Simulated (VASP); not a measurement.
# B in VASP: single point with r2SCAN

Aim: the single point of B with r2SCAN.

All numbers are computed with VASP 6.6.1; they aren't measurements. Logs are shortened: lines on timing, memory, paths and dates and some standing lists are left out, and cuts for length are marked.

## Step 1: The cell of the first run

The typed cell holds 1 atom: a = 1.886 Å, b = 1.886 Å, c = 1.886 Å, α = 90.00°, β = 90.00°, γ = 90.00°.

This isn't the form of B at room conditions, which is rhombohedral.

## Step 2: Single point, r2SCAN

POSCAR

```
B
1.0
    1.3332824365      0.7697709736      1.0887079663
   -1.3332824365      0.7697709736      1.0887079663
    0.0000000000     -1.5395419472      1.0887079663
B
1
Direct
    0.5000000000      0.5000000000      0.5000000000
```

INCAR.step1

```
SYSTEM = B
ALGO     = Normal         ! electronic algorithm
EDIFF    = 1E-4           ! SCF threshold, eV
ENCUT    = 520            ! plane-wave cutoff, eV
GGA      = PE             ! functional
ISMEAR   = 0              ! smearing method
LASPH    = .TRUE.         ! aspherical terms in the spheres
LCHARG   = .FALSE.        ! write CHGCAR
LREAL    = .FALSE.        ! projectors in reciprocal space
LWAVE    = .TRUE.         ! write WAVECAR
NBANDS   = 8              ! bands
NELM     = 100            ! most SCF steps
PREC     = Accurate       ! precision mode
SIGMA    = 0.1            ! smearing width, eV
```

INCAR.step2

```
SYSTEM = B
ALGO     = Normal         ! electronic algorithm
EDIFF    = 1E-7           ! SCF threshold, eV
ENCUT    = 520            ! plane-wave cutoff, eV
ISIF     = 2              ! what is computed and relaxed
ISMEAR   = 0              ! smearing method
ISTART   = 1            
LASPH    = .TRUE.         ! aspherical terms in the spheres
LCHARG   = .FALSE.        ! write CHGCAR
LMIXTAU  = .TRUE.       
LREAL    = .FALSE.        ! projectors in reciprocal space
LWAVE    = .FALSE.        ! write WAVECAR
METAGGA  = R2SCAN         ! meta-GGA
NBANDS   = 8              ! bands
NELM     = 100            ! most SCF steps
PREC     = Accurate       ! precision mode
SIGMA    = 0.1            ! smearing width, eV
```

KPOINTS

```
k-points
0
G
  30 30 30
  0 0 0
```

Potentials or basis: VASP PAW PBE potentials, release 64 (B).

Started as:

```console
> cat potpaw_PBE.64/B/POTCAR > POTCAR
> cp INCAR.step1 INCAR
> mpirun -np 1 vasp_std > vasp.out
> cp INCAR.step2 INCAR
> mpirun -np 1 vasp_std > vasp.out
```

OUTCAR:

```text
SYSTEM = B
   EDIFF = 1E-7
   ENCUT = 520
   ISIF = 2
   ISMEAR = 0
   ISTART = 1
   LASPH = .TRUE.
   LREAL = .FALSE.
   METAGGA = R2SCAN
   NELM = 100
   PREC = Accurate

 ion  position               nearest neighbor table
   1  0.500  0.500  0.500-

  LATTYP: Found a trigonal (rhomboedric) cell.
 ALAT       =     1.8855965749
 COS(alpha) =     0.0000535322

  Lattice vectors:

 A1 = (   1.3332824365,   0.7697709736,   1.0887079663)
 A2 = (  -1.3332824365,   0.7697709736,   1.0887079663)
 A3 = (   0.0000000000,  -1.5395419472,   1.0887079663)

Analysis of symmetry for initial positions (statically):
=====================================================================
 Subroutine PRICEL returns:
 Original cell was already a primitive cell.

 Routine SETGRP: Setting up the symmetry group for a
 trigonal (rhombohedral) supercell.

 Subroutine GETGRP returns: Found 12 space group operations
 (whereof 12 operations were pure point group operations)
 out of a pool of 12 trial point group operations.

The static configuration has the point symmetry D_3d.

Analysis of symmetry for dynamics (positions and initial velocities):
=====================================================================
 Subroutine PRICEL returns:
 Original cell was already a primitive cell.

 Routine SETGRP: Setting up the symmetry group for a
 trigonal (rhombohedral) supercell.

 Subroutine GETGRP returns: Found 12 space group operations
 (whereof 12 operations were pure point group operations)
 out of a pool of 12 trial point group operations.

The dynamic configuration has the point symmetry D_3d.

 Subroutine INISYM returns: Found 12 space group operations
 (whereof 12 operations are pure point group operations),
 and found     1 'primitive' translations

----------------------------------------------------------------------------------------

                                     Primitive cell

  volume of cell :       6.7042

  direct lattice vectors                    reciprocal lattice vectors
     1.333282437  0.769770974  1.088707966     0.375014315  0.216514616  0.306173321
    -1.333282437  0.769770974  1.088707966    -0.375014315  0.216514616  0.306173321
     0.000000000 -1.539541947  1.088707966     0.000000000 -0.433029232  0.306173321

  length of vectors
     1.885596575  1.885596575  1.885596575     0.530336137  0.530336137  0.530336137

[... 78 lines left out ...]
   EDIFF  = 0.1E-06   stopping-criterion for ELM
   LREAL  =      F    real-space projection
   EDIFFG = 0.1E-05   stopping-criterion for IOM
   NSW    =      0    number of steps for IOM
   IBRION =     -1    ionic relax: 0-MD 1-quasi-New 2-CG
   NFREE  =      0    steps in history (QN), initial steepest desc. (CG)
   ISIF   =      2    stress and relaxation
   ISYM   =      2    0-nonsym 1-usesym 2-fastsym
   POTIM  = 0.5000    time-step for ionic-motion
   TEBEG  =    0.0;   TEEND  =   0.0 temperature during run
   PSTRESS=    0.0 pullay stress
   NELECT =       3.0000    total number of electrons
   NUPDOWN=      -1.0000    fix difference up-down
   EMIN   =  10.00;   EMAX   =-10.00  energy-range for DOS
   EFERMI =   0.00;   METHOD = LEGACY
   ISMEAR =     0;   SIGMA  =   0.10  broadening in eV -4-tet -1-fermi 0-gaus
   EFERMI_NEDOS =   21; number of points for ismear=-14 and -15
   IALGO  =     38    algorithm
   IMIX   =      4    mixing-type and parameters
     AMIX     =   0.40;   BMIX     =  1.00
     AMIX_MAG =   1.60;   BMIX_MAG =  1.00
  volume/ion in A,a.u.               =       6.70        45.24
  Fermi-wavevector in a.u.,A,eV,Ry     =   1.252179  2.366275 21.333291  1.567953
  Thomas-Fermi vector in A             =   2.386092
   LORBIT       =      0    0 simple, 1 ext, 2 COOP (PROOUT), +10 PAW based schemes
   METAGGA = R2SCAN    functional components
   LHFCALC =     F    Hartree Fock is set to
   AEXX    =    0.0000 exact exchange contribution
   IVDW    =     0    specifies the selected vdW correction
   LEPSILON=     F    determine dielectric tensor
   LRPA    =     F    only Hartree local field effects (RPA)
 non-spin polarized calculation
 Gauss-broadening in eV      SIGMA  =   0.10
  energy-cutoff  :      520.00
  volume of cell :        6.70
 maximum number of plane-waves:       192
   NGX =  7   NGY =  7   NGZ =  7

 number of electron       3.0000000 magnetization

 Free energy of the ion-electron system (eV)
  ---------------------------------------------------
  ext. energy  EPLUGINS =         0.00000000
  ---------------------------------------------------
  free energy    TOTEN  =        -6.13603325 eV

  energy without entropy =       -6.13479745  energy(sigma->0) =       -6.13541535

 E-fermi :   7.0342     XC(G=0): -13.2772

 val. band max:        7.0321726627   @ k =   0.3333   0.1667  -0.0000
 cond. band min:       7.0371503360   @ k =  -0.3667   0.2333   0.1667
 fundamental gap:      0.0049776733
 Fermi energy:         7.0341768101

 k-point     1 :       0.0000    0.0000    0.0000
  band No.  band energies     occupation
      1      -9.7850      2.00000
      2      21.7005      0.00000
      3      21.7005      0.00000
      4      21.7014      0.00000
      5      32.0587      0.00000
      6      32.0587      0.00000
      7      42.6843      0.00000
      8      63.4748      0.00000
[... 243 lines left out ...]
 k-point    24 :       0.2667    0.0333   -0.0000
  band No.  band energies     occupation
      1      -7.1735      2.00000
      2       9.6181      0.00000
      3      23.3291      0.00000
      4      23.7160      0.00000
      5      35.3304      0.00000
      6      40.3353      0.00000
      7      47.0606      0.00000
      8      51.4806      0.00000

 [... further k-points ...]

------------------------ aborting loop because EDIFF is reached ----------------------------------------

  FORCE on cell =-STRESS in cart. coord.  units (eV):
  Direction    XX          YY          ZZ          XY          YZ          ZX
  --------------------------------------------------------------------------------------
  -------------------------------------------------------------------------------------
  Total       -0.0003988     -0.0003988     -0.0009951      0.0000000      0.0000000      0.0000000
  in kB       -0.0953085     -0.0953085     -0.2378080      0.0000000      0.0000000      0.0000000
  external PRESSURE =      -0.1428083 kB  Pullay stress =       0.0000000 kB

 VOLUME and BASIS-vectors are now :
 -----------------------------------------------------------------------------
  energy-cutoff  :      520.00
  volume of cell :        6.70
      direct lattice vectors                 reciprocal lattice vectors
     1.333282437  0.769770974  1.088707966     0.375014315  0.216514616  0.306173321
    -1.333282437  0.769770974  1.088707966    -0.375014315  0.216514616  0.306173321
     0.000000000 -1.539541947  1.088707966     0.000000000 -0.433029232  0.306173321

 POSITION                                       TOTAL-FORCE (eV/Angst)
 -----------------------------------------------------------------------------------
      0.00000      0.00000      1.63306         0.000000     -0.000000     -0.000000
 -----------------------------------------------------------------------------------
    total drift:                                0.000000      0.000000      0.000000

  FREE ENERGIE OF THE ION-ELECTRON SYSTEM (eV)
  ---------------------------------------------------
  free  energy   TOTEN  =        -6.1360332515 eV

  energy  without entropy=       -6.1347974497  energy(sigma->0) =       -6.13541535
```

Wall time 3.2 min (1 thread of AMD EPYC 9R45 (Zen 5), shared host); peak memory 0.18 GiB.

What came out:

```yaml
Free_energy: -6.1360 eV
Pressure: 0.0 GPa
Band_gap_on_the_k_mesh: zero (an odd number of electrons rules out a gap without spin polarisation)
```

Caveat: the PAW data sets were made with another functional, which shifts forces and pressure a little.
